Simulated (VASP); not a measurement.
Input of a VASP 6.6.1 run:

INCAR

```
SYSTEM = Ba
  PREC = Accurate
  ENCUT = 520
  EDIFF = 1E-7
  ISMEAR = -1
  SIGMA = 0.05
  LREAL = .FALSE.
  LASPH = .TRUE.
  NELM = 80
  ALGO = Normal
  ISIF = 2
  LWAVE = .FALSE.
  LCHARG = .FALSE.
  GGA = PE
  NBANDS = 11
```

The input KPOINTS:

```
regular mesh
0
G
  13 13 13
  0 0 0
```

Contents of POSCAR:

```
Ba
1.0
    3.9501679661      0.0000000000      0.0000000000
    0.0000000000      3.9501679661      0.0000000000
    0.0000000000      0.0000000000      3.9501679661
Ba
1
Direct
    0.0000000000      0.0000000000      0.0000000000
```

Potentials or basis: VASP PAW PBE potentials, release 64 (Ba_sv).

The run is started by

```bash
$ cat potpaw_PBE.64/Ba_sv/POTCAR > POTCAR
$ mpirun -np 1 vasp_std > vasp.out
```

Q: Estimate the pressure.

A: 0.1 GPa.
